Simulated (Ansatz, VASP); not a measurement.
## Two plane-wave programs on Cd

INCAR

```
SYSTEM = Cd
PREC = Accurate ; ENCUT = 520
EDIFF = 1E-7 ; ISMEAR = -1
SIGMA = 0.1 ; LREAL = .FALSE.
LASPH = .TRUE. ; NELM = 100
ALGO = Normal ; ISIF = 2
LWAVE = .FALSE. ; LCHARG = .FALSE.
GGA = CA ; NBANDS = 12
```

Contents of KPOINTS:

```
Automatic mesh
0
G
  15 15 15
  0 0 0
```

Contents of POSCAR:

```
Cd
1.0
   -1.3823325614      1.3823325614      1.3823325614
    1.3823325614     -1.3823325614      1.3823325614
    1.3823325614      1.3823325614     -1.3823325614
Cd
1
Direct
    0.0000000000      0.0000000000      0.0000000000
```

Input for Ansatz:

```yaml
crystal:
  lattice:
    - [-1.3823325614, 1.3823325614, 1.3823325614]
    - [1.3823325614, -1.3823325614, 1.3823325614]
    - [1.3823325614, 1.3823325614, -1.3823325614]
  atoms:
    - { symbol: Cd, position: [0.0, 0.0, 0.0] }
kpoints:
  mp_grid: { grid: [15, 15, 15] }
scf:
  occupations: { method: fermi_dirac, width: 0.1 }
hamiltonian:
  xc: lda
  pseudopotentials: { kind: paw }
output:
  forces: true
  stress: true
  eigenvalues: true
  populations: true
  write_density: true
  write_potential: true
  elf: true
  volumetric_format: npy
```

Change from the starting cell: volume scaled by 0.52, PAW files.

Alike in both runs: task single point; functional LDA; k mesh 15 × 15 × 15; occupations fermi-dirac, width 0.1 eV; no spin polarisation.

```csv
,VASP,Ansatz
version,VASP 6.6.1,Ansatz 0.2.0
potentials or method,"VASP PAW LDA potentials, release 64 (Cd)","PAW with Ansatz's default frozen-core files, scalar-relativistic"
plane-wave cutoff (eV),520,420
valence electrons in the cell,12,20
```

VASP gave:

- pressure (GPa): 274.3

Question: Which values does Ansatz return?

Answer: Pressure (GPa): 259.0.

LDA's correlation is that of Perdew and Zunger in VASP and of Perdew and Wang (1992) in Ansatz. Both programs put the cell under a high pressure, so it lies far from rest at this level. VASP's potentials hold 12 valence electrons a cell and Ansatz's 20, so a difference there can come from the potentials and not from the codes.

Noted on VASP's run: the cell as given lies far from equilibrium.
